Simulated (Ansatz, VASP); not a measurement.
Fe in VASP and in Ansatz

Contents of INCAR:

```
AGGAC    = 1.0          
AGGAX    = 1.0          
ALDAC    = 0.0          
ALDAX    = 1.0          
ALGO     = Normal         # electronic algorithm
EDIFF    = 1E-6           # SCF threshold, eV
ENCUT    = 520            # plane-wave cutoff, eV
GGA      = B5             # functional
ISIF     = 2              # what is computed and relaxed
ISMEAR   = -1             # smearing method
LASPH    = T              # aspherical terms in the spheres
LCHARG   = F              # write CHGCAR
LREAL    = F              # projectors in reciprocal space
LWAVE    = F              # write WAVECAR
NBANDS   = 24             # bands
NELM     = 80             # most SCF steps
PREC     = Accurate       # precision mode
SIGMA    = 0.1            # smearing width, eV
```

File KPOINTS:

```
k-points
0
Gamma
  16 16 5
```

Contents of POSCAR:

```
Fe
1.0
    2.4164541331      0.0000000000      0.0000000000
   -1.2082270666      2.0927106663      0.0000000000
    0.0000000000      0.0000000000      7.7688564869
Fe
4
Direct
    0.0000000000      0.0000000000      0.0000000000
    0.0000000000      0.0000000000      0.5000000000
    0.3333333333      0.6666666667      0.2500000000
    0.6666666667      0.3333333333      0.7500000000
```

Input for Ansatz:

```yaml
crystal:
  lattice:
    - [2.4164541331, 0.0, 0.0]
    - [-1.2082270666, 2.0927106663, 0.0]
    - [0.0, 0.0, 7.7688564869]
  atoms:
    - { symbol: Fe, position: [0.0, 0.0, 0.0] }
    - { symbol: Fe, position: [0.0, 0.0, 0.5] }
    - { symbol: Fe, position: [0.3333333333, 0.6666666667, 0.25] }
    - { symbol: Fe, position: [0.6666666667, 0.3333333333, 0.75] }
hamiltonian:
  xc: blyp
  pseudopotentials:
    kind: paw
    azcp:
      Fe: "pseudopotentials/Fe.paw.azcp"
basis:
  ecutwfc: 420
  fft_grid_basis: typed
kpoints:
  mp_grid: { grid: [16, 16, 5], shift: [0, 0, 0] }
magnetization:
  spin_polarized: false
scf:
  occupations: { method: fermi_dirac, width: 0.1 }
  lower_state_search: "off"
output:
  stress: true
  write_density: true
  write_potential: true
  elf: true
  volumetric_format: npy
```

Alike in both runs: task single point; functional BLYP; k mesh 16 × 16 × 5; occupations fermi-dirac, width 0.1 eV; no spin polarisation.

```csv
,VASP,Ansatz
version,VASP 6.6.1,Ansatz 0.2.0
potentials or method,"VASP PAW PBE potentials, release 64 (Fe), cutoff 520 eV","plane waves (420 eV) with PAW, scalar-relativistic"
valence electrons in the cell,32,64
```

```tsv
	VASP	Ansatz	Ansatz less VASP
pressure (GPa)	25.6	25.6	0.00
traceless stress, the component that is largest in VASP (GPa)	0.29	0.33	+0.039
```

VASP's potentials were made for PBE, not for BLYP. VASP's potentials hold 32 valence electrons a cell and Ansatz's 64, so a difference there can come from the potentials and not from the codes.
